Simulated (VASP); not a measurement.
# Ti4Si9 in VASP: single point with PBEsol

Aim: the single point of Ti4Si9 with PBEsol.

All numbers are computed with VASP 6.6.1; they aren't measurements. Logs are shortened: lines on timing, memory, paths and dates and some standing lists are left out, and cuts for length are marked.

### Step 1. The cell of the first run

The cell holds a slab with vacuum, 13 atoms: a = 3.517 Å, b = 3.556 Å, c = 30.383 Å, α = 90.00°, β = 90.00°, γ = 90.00°.

### Step 2. Single point, PBEsol

INCAR

```
SYSTEM = Ti4Si9
ALGO     = Normal         ! electronic algorithm
DIPOL    = 0.5 0.5 0.483
EDIFF    = 1E-6           ! SCF threshold, eV
ENCUT    = 520            ! plane-wave cutoff, eV
GGA      = PS             ! functional
IDIPOL   = 3            
ISIF     = 2              ! what is computed and relaxed
ISMEAR   = 0              ! smearing method
LASPH    = .TRUE.         ! aspherical terms in the spheres
LCHARG   = .FALSE.        ! write CHGCAR
LDIPOL   = .TRUE.       
LREAL    = .FALSE.        ! projectors in reciprocal space
LWAVE    = .FALSE.        ! write WAVECAR
NBANDS   = 54             ! bands
NELM     = 60             ! most SCF steps
PREC     = Accurate       ! precision mode
SIGMA    = 0.1            ! smearing width, eV
```

KPOINTS

```
k-points
0
G
  8 8 1
  0 0 0
```

POSCAR

```
Ti4Si9
1.0
    3.5170496026      0.0000000000      0.0000000000
    0.0000000000      3.5556151827      0.0000000000
    0.0000000000      0.0000000000     30.3828910781
Si Ti
9 4
Direct
    0.0000000000      0.2500000000      0.2797627118
    0.5000000000      0.7500000000      0.2800089121
    0.0000000000      0.7500000000      0.3633653497
    0.0000000000      0.2500000000      0.4160734519
    0.5000000000      0.2500000000      0.5000019085
    0.0000000000      0.7500000000      0.5002242452
    0.5000000000      0.7500000000      0.5868129914
    0.5000000000      0.2500000000      0.6454284848
    0.0000000000      0.2500000000      0.7071535170
    0.5000000000      0.2500000000      0.3446952115
    0.5000000000      0.7500000000      0.4347435901
    0.0000000000      0.2500000000      0.5643826153
    0.0000000000      0.7500000000      0.6500371780
```

Potentials or basis: VASP PAW PBE potentials, release 64 (Si, Ti_sv).

The run is started by

```console
> cat potpaw_PBE.64/Si/POTCAR potpaw_PBE.64/Ti_sv/POTCAR > POTCAR
> mpirun -np 1 vasp_std > vasp.out
```

OUTCAR:

```text
SYSTEM = Ti4Si9
   EDIFF = 1E-6
   ENCUT = 520
   GGA = PS
   ISIF = 2
   ISMEAR = 0
   LASPH = .TRUE.
   LREAL = .FALSE.
   NELM = 60
   PREC = Accurate

 ion  position               nearest neighbor table
   1  0.000  0.250  0.280-   2 2.50   2 2.50   2 2.50   2 2.50  10 2.64  10 2.64   3 3.10   3 3.10

   2  0.500  0.750  0.280-   1 2.50   1 2.50   1 2.50   1 2.50  10 2.65  10 2.65   3 3.08   3 3.08

   3  0.000  0.750  0.363-   4 2.39   4 2.39  10 2.56  10 2.56  10 2.56  10 2.56  11 2.79  11 2.79
                             2 3.08   2 3.08   1 3.10   1 3.10
   4  0.000  0.250  0.416-   3 2.39   3 2.39  11 2.56  11 2.56  11 2.56  11 2.56  10 2.79  10 2.79
                             5 3.10   5 3.10   6 3.11   6 3.11
   5  0.500  0.250  0.500-   6 2.50   6 2.50   6 2.50   6 2.50  12 2.63  12 2.63  11 2.66  11 2.66
                             4 3.10   4 3.10
   6  0.000  0.750  0.500-   5 2.50   5 2.50   5 2.50   5 2.50  12 2.64  12 2.64  11 2.66  11 2.66
                             4 3.11   4 3.11
   7  0.500  0.750  0.587-   8 2.52   8 2.52  12 2.59  12 2.59  12 2.59  12 2.59  13 2.60  13 2.60

   8  0.500  0.250  0.645-  13 2.50  13 2.50  13 2.50  13 2.50   7 2.52   7 2.52   9 2.57   9 2.57
                            12 3.03  12 3.03
   9  0.000  0.250  0.707-  13 2.48  13 2.48   8 2.57   8 2.57
  10  0.500  0.250  0.345-   3 2.56   3 2.56   3 2.56   3 2.56   1 2.64   1 2.64   2 2.65   2 2.65
                             4 2.79   4 2.79
  11  0.500  0.750  0.435-   4 2.56   4 2.56   4 2.56   4 2.56   6 2.66   6 2.66   5 2.66   5 2.66
                             3 2.79   3 2.79
  12  0.000  0.250  0.564-   7 2.59   7 2.59   7 2.59   7 2.59   5 2.63   5 2.63   6 2.64   6 2.64
                             8 3.03   8 3.03
  13  0.000  0.750  0.650-   9 2.48   9 2.48   8 2.50   8 2.50   8 2.50   8 2.50   7 2.60   7 2.60

  LATTYP: Found a simple orthorhombic cell.
 ALAT       =     3.5170496026
 B/A-ratio  =     1.0109653216
 C/A-ratio  =     8.6387439789

  Lattice vectors:

 A1 = (   3.5170496026,   0.0000000000,   0.0000000000)
 A2 = (   0.0000000000,   3.5556151827,   0.0000000000)
 A3 = (   0.0000000000,   0.0000000000,  30.3828910781)

Analysis of symmetry for initial positions (statically):
=====================================================================
 Subroutine PRICEL returns:
 Original cell was already a primitive cell.

 Routine SETGRP: Setting up the symmetry group for a
 simple orthorhombic supercell.

 Subroutine GETGRP returns: Found  4 space group operations
 (whereof  2 operations were pure point group operations)
 out of a pool of  8 trial point group operations.

The static configuration has the point symmetry C_1h.
 The point group associated with its full space group is C_2v.

Analysis of symmetry for dynamics (positions and initial velocities):
=====================================================================
 Subroutine PRICEL returns:
 Original cell was already a primitive cell.

 Routine SETGRP: Setting up the symmetry group for a
 simple orthorhombic supercell.

 Subroutine GETGRP returns: Found  4 space group operations
 (whereof  2 operations were pure point group operations)
 out of a pool of  8 trial point group operations.

The dynamic configuration has the point symmetry C_1h.
 The point group associated with its full space group is C_2v.

 Subroutine INISYM returns: Found  4 space group operations
 (whereof  2 operations are pure point group operations),
 and found     1 'primitive' translations

----------------------------------------------------------------------------------------

                                     Primitive cell

  volume of cell :     379.9464

  direct lattice vectors                    reciprocal lattice vectors
     3.517049603  0.000000000  0.000000000     0.284329228  0.000000000  0.000000000
     0.000000000  3.555615183  0.000000000     0.000000000  0.281245283  0.000000000
     0.000000000  0.000000000 30.382891078     0.000000000  0.000000000  0.032913260

  length of vectors
     3.517049603  3.555615183 30.382891078     0.284329228  0.281245283  0.032913260

  position of ions in fractional coordinates (direct lattice)
     0.000000000  0.250000000  0.279762712
     0.500000000  0.750000000  0.280008912
     0.000000000  0.750000000  0.363365350
     0.000000000  0.250000000  0.416073452
     0.500000000  0.250000000  0.500001909
     0.000000000  0.750000000  0.500224245
     0.500000000  0.750000000  0.586812991
     0.500000000  0.250000000  0.645428485
[... 49 lines left out ...]
            Coordinates               Weight
  0.000000  0.000000  0.000000      1.000000
  0.125000  0.000000  0.000000      2.000000
  0.250000  0.000000  0.000000      2.000000
  0.375000  0.000000  0.000000      2.000000
  0.500000  0.000000  0.000000      1.000000
  0.000000  0.125000  0.000000      2.000000
[... 16 lines left out ...]
  0.250000  0.500000  0.000000      2.000000
  0.375000  0.500000  0.000000      2.000000
   k-points           NKPTS =     25   k-points in BZ     NKDIM =     25   number of bands    NBANDS=     54
   number of dos      NEDOS =    301   number of ions     NIONS =     13
   total plane-waves  NPLWV = 188160
   dimension x,y,z NGX =    28 NGY =   28 NGZ =  240
   dimension x,y,z NGXF=    56 NGYF=   56 NGZF=  480
   ions per type =               9   4
   NGX,Y,Z   is equivalent  to a cutoff of  13.24, 13.09, 13.13 a.u.
   NGXF,Y,Z  is equivalent  to a cutoff of  26.47, 26.18, 26.26 a.u.
 SYSTEM =  Ti4Si9
   PREC   = accura    normal or accurate (medium, high low for compatibility)
   ISTART =      0    job   : 0-new  1-cont  2-samecut
   ICHARG =      2    charge: 1-file 2-atom 10-const
   ISPIN  =      1    spin polarized calculation?
   LNONCOLLINEAR =      F non collinear calculations
   LSORBIT =      F    spin-orbit coupling
   LASPH  =      T    aspherical Exc in radial PAW
   ENCUT  =  520.0 eV  38.22 Ry    6.18 a.u.   6.54  6.61 56.49*2*pi/ulx,y,z
   NELM   =     60;   NELMIN=  2; NELMDL= -5     # of ELM steps
   EDIFF  = 0.1E-05   stopping-criterion for ELM
   LREAL  =      F    real-space projection
   EDIFFG = 0.1E-04   stopping-criterion for IOM
   NSW    =      0    number of steps for IOM
   IBRION =     -1    ionic relax: 0-MD 1-quasi-New 2-CG
   NFREE  =      0    steps in history (QN), initial steepest desc. (CG)
   ISIF   =      2    stress and relaxation
   ISYM   =      2    0-nonsym 1-usesym 2-fastsym
   POTIM  = 0.5000    time-step for ionic-motion
   TEBEG  =    0.0;   TEEND  =   0.0 temperature during run
   PSTRESS=    0.0 pullay stress
   NELECT =      84.0000    total number of electrons
   NUPDOWN=      -1.0000    fix difference up-down
   EMIN   =  10.00;   EMAX   =-10.00  energy-range for DOS
   EFERMI =   0.00;   METHOD = LEGACY
   ISMEAR =     0;   SIGMA  =   0.10  broadening in eV -4-tet -1-fermi 0-gaus
   EFERMI_NEDOS =   21; number of points for ismear=-14 and -15
   IALGO  =     38    algorithm
   IMIX   =      4    mixing-type and parameters
     AMIX     =   0.40;   BMIX     =  1.00
     AMIX_MAG =   1.60;   BMIX_MAG =  1.00
  volume/ion in A,a.u.               =      29.23       197.23
  Fermi-wavevector in a.u.,A,eV,Ry     =   0.989906  1.870650 13.332529  0.979913
  Thomas-Fermi vector in A             =   2.121538
   LORBIT       =      0    0 simple, 1 ext, 2 COOP (PROOUT), +10 PAW based schemes
   GGA     = PS    functional components
   LHFCALC =     F    Hartree Fock is set to
   AEXX    =    0.0000 exact exchange contribution
   IVDW    =     0    specifies the selected vdW correction
   LEPSILON=     F    determine dielectric tensor
   LRPA    =     F    only Hartree local field effects (RPA)
 non-spin polarized calculation
 Gauss-broadening in eV      SIGMA  =   0.10
  energy-cutoff  :      520.00
  volume of cell :      379.95
 maximum number of plane-waves:     10309
 NGX is ok and might be reduce to    28
   NGX = 13   NGY = 13   NGZ =113

 dipolmoment           0.000000      0.000000      0.003585 electrons x Angstroem

 number of electron      84.0000010 magnetization

 dipolmoment           0.000000      0.000000     -0.032189 electrons x Angstroem

 Free energy of the ion-electron system (eV)
  ---------------------------------------------------
  ext. energy  EPLUGINS =         0.00000000
  ---------------------------------------------------
  free energy    TOTEN  =       -89.32815932 eV

  energy without entropy =      -89.30110938  energy(sigma->0) =      -89.31463435

 E-fermi :   2.3474     XC(G=0):  -6.2839

 val. band max:        2.3427546442   @ k =   0.0000   0.5000   0.0000
 cond. band min:       2.3915874064   @ k =   0.3750   0.0000   0.0000
 fundamental gap:      0.0488327622
 Fermi energy:         2.3473918741

 k-point     1 :       0.0000    0.0000    0.0000
  band No.  band energies     occupation
      1     -54.0431      2.00000
      2     -53.9892      2.00000
      3     -53.9086      2.00000
      4     -53.7162      2.00000
      5     -30.4804      2.00000
      6     -30.4697      2.00000
[... 1357 lines left out ...]
     53       4.8576      0.00000
     54       5.3146      0.00000

 [... further k-points ...]

------------------------ aborting loop because EDIFF is reached ----------------------------------------

 vacuum level on the upper side and lower side of the slab       (xc-potential included)        -0.380         0.061

  FORCE on cell =-STRESS in cart. coord.  units (eV):
  Direction    XX          YY          ZZ          XY          YZ          ZX
  --------------------------------------------------------------------------------------
  -------------------------------------------------------------------------------------
  Total        0.2218106     -0.5378871      1.7424328      0.0000000      0.0000000      0.0000000
  in kB        0.9353423     -2.2681899      7.3475794      0.0000000      0.0000000      0.0000000
  external PRESSURE =       2.0049106 kB  Pullay stress =       0.0000000 kB

 VOLUME and BASIS-vectors are now :
 -----------------------------------------------------------------------------
  energy-cutoff  :      520.00
  volume of cell :      379.95
      direct lattice vectors                 reciprocal lattice vectors
     3.517049603  0.000000000  0.000000000     0.284329228  0.000000000  0.000000000
     0.000000000  3.555615183  0.000000000     0.000000000  0.281245283  0.000000000
     0.000000000  0.000000000 30.382891078     0.000000000  0.000000000  0.032913260

 POSITION                                       TOTAL-FORCE (eV/Angst)
 -----------------------------------------------------------------------------------
      0.00000      0.88890      8.50000         0.000000      0.000000     -0.418373
      1.75852      2.66671      8.50748         0.000000      0.000000     -0.262441
      0.00000      2.66671     11.04009         0.000000      0.000000     -0.441310
      0.00000      0.88890     12.64151         0.000000      0.000000      0.087360
      1.75852      0.88890     15.19150         0.000000      0.000000      0.008857
      0.00000      2.66671     15.19826         0.000000      0.000000      0.006876
      1.75852      2.66671     17.82908         0.000000      0.000000     -0.008481
      1.75852      0.88890     19.60998         0.000000      0.000000     -0.008166
      0.00000      0.88890     21.48537         0.000000      0.000000      0.023502
      1.75852      0.88890     10.47284         0.000000      0.000000      0.888610
      1.75852      2.66671     13.20877         0.000000      0.000000      0.129929
      0.00000      0.88890     17.14758         0.000000      0.000000     -0.006118
      0.00000      2.66671     19.75001         0.000000      0.000000     -0.000246
 -----------------------------------------------------------------------------------
    total drift:                                0.000000      0.000000      0.000453

  FREE ENERGIE OF THE ION-ELECTRON SYSTEM (eV)
  ---------------------------------------------------
  free  energy   TOTEN  =       -89.3281593217 eV

  energy  without entropy=      -89.3011093753  energy(sigma->0) =      -89.31463435

 vacuum level on the upper side and lower side of the slab         6.979         7.426
```

Wall time 42 min (1 thread of Intel Xeon 8259CL, shared host); peak memory 0.63 GiB.

What came out:

* Free energy: -89.3282 eV
* Largest force: 0.889 eV/Å
* Band gap on the k mesh: zero (bands 42 and 43 overlap by 1.05 eV)

Forces on the atoms (eV/Å):
```
Si   0.000  0.000 -0.418
Si   0.000  0.000 -0.262
Si   0.000  0.000 -0.441
Si   0.000  0.000  0.087
Si   0.000  0.000  0.009
Si   0.000  0.000  0.007
Si   0.000  0.000 -0.008
Si   0.000  0.000 -0.008
Si   0.000  0.000  0.024
Ti   0.000  0.000  0.889
Ti   0.000  0.000  0.130
Ti   0.000  0.000 -0.006
Ti   0.000  0.000  0.000
```

Caveat: the PAW data sets were made with another functional, which shifts forces and pressure a little.

The gap in the log of VASP goes by the Fermi energy; the results here count the filled bands.